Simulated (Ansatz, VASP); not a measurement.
One calculation of InP, two programs

INCAR

```
SYSTEM = InP
PREC = Accurate
ENCUT = 520
EDIFF = 1E-7
ISMEAR = -1
SIGMA = 0.05
LREAL = .FALSE.
LASPH = .TRUE.
NELM = 100
ALGO = Normal
ISIF = 2
LWAVE = .FALSE.
LCHARG = .FALSE.
GGA = PE
NBANDS = 16
```

Contents of KPOINTS:

```
Automatic mesh
0
G
  8 8 8
  0 0 0
```

File POSCAR:

```
InP
1.0
    0.0000000000      2.7123113237      2.7123113237
    2.7123113237      0.0000000000      2.7123113237
    2.7123113237      2.7123113237      0.0000000000
In P
1 1
Direct
    0.0000000000      0.0000000000      0.0000000000
    0.5000000000      0.5000000000      0.5000000000
```

input.yaml

```yaml
crystal:
  lattice:
    - [0.0, 2.7123113237, 2.7123113237]
    - [2.7123113237, 0.0, 2.7123113237]
    - [2.7123113237, 2.7123113237, 0.0]
  atoms:
    - { symbol: In, position: [0.0, 0.0, 0.0] }
    - { symbol: P, position: [0.5, 0.5, 0.5] }
kpoints:
  mp_grid: { grid: [8, 8, 8] }
scf:
  occupations: { method: fermi_dirac, width: 0.05 }
hamiltonian:
  xc: pbe
  pseudopotentials: { kind: all_electron, lapw: { basis_error: 0.0005 } }
output:
  forces: true
  stress: true
  eigenvalues: true
```

Change from the starting cell: volume scaled by 0.94.

Alike in both runs: task single point; functional PBE; k mesh 8 × 8 × 8; occupations fermi-dirac, width 0.05 eV; no spin polarisation.

|  | VASP | Ansatz |
| --- | --- | --- |
| version | VASP 6.6.1 | Ansatz 0.2.0 |
| potentials or method | VASP PAW PBE potentials, release 64 (In_d, P), cutoff 520 eV | all-electron LAPW, scalar-relativistic |

|  | VASP | Ansatz | Ansatz less VASP |
| --- | --- | --- | --- |
| gap on the k mesh at the Fermi level (eV) | none | none | - |
| pressure (GPa) | 5.2 | 5.3 | +0.04 |

A gap of «none» marks a metal or a gap that the smearing closes. Ansatz ran all-electron here, and VASP with PAW potentials.
